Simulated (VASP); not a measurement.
Set up this calculation in VASP 6.6.1, as the native input.

```yaml
Task: single point
Functional: PBE
Potentials_or_basis: VASP PAW PBE potentials, release 64 (Hg, Te)
Cutoff: 520 eV
k_mesh: 14 × 14 × 14
Occupations: gaussian, width 0.15 eV
Spin: no spin polarisation
Dipole_correction: no
Further_INCAR_settings: ALGO = Normal; EDIFF = 1e-07; NBANDS = 16
```

The structure of HgTe lies in POSCAR:

```
HgTe
1.0
    0.0000000000      3.1751475000      3.3202050000
    3.1751475000      0.0000000000      3.3202050000
    3.1751475000      3.1751475000      0.0000000000
Hg Te
1 1
Direct
    0.0000000000      0.0000000000      0.0000000000
    0.7500000000      0.7500000000      0.7500000000
```

This cell differs from its parent crystal: strain -0.015 along x and y, +0.030 along z.

One way to write it, as run:

INCAR

```
SYSTEM = HgTe
PREC = Accurate ; ENCUT = 520
EDIFF = 1E-7 ; ISMEAR = 0
SIGMA = 0.15 ; LREAL = .FALSE.
LASPH = .TRUE. ; NELM = 60
ALGO = Normal ; ISIF = 2
LWAVE = .FALSE. ; LCHARG = .FALSE.
GGA = PE ; NBANDS = 16
```

KPOINTS

```
regular mesh
0
G
  14 14 14
  0 0 0
```

Potentials or basis: VASP PAW PBE potentials, release 64 (Hg, Te).

Launch:

```bash
$ cat potpaw_PBE.64/Hg/POTCAR potpaw_PBE.64/Te/POTCAR > POTCAR
$ mpirun -np 1 vasp_std > vasp.out
```

Results of the run:

```
Pressure               : 4.1 GPa
Band gap on the k mesh : zero (filled and empty bands touch)
```

Caveat: the cell differs from its parent crystal (strain -0.015 along x and y, +0.030 along z); the cell stands under pressure; semilocal functionals underestimate gaps, and a narrow one can read as zero; spin-orbit coupling is left out, which moves the levels of the heavy elements.

Run time: 2.4 min on 1 thread of Intel(R) Xeon(R) Platinum 8488C (Sapphire Rapids), with other jobs on the host, peak memory 0.41 GiB.
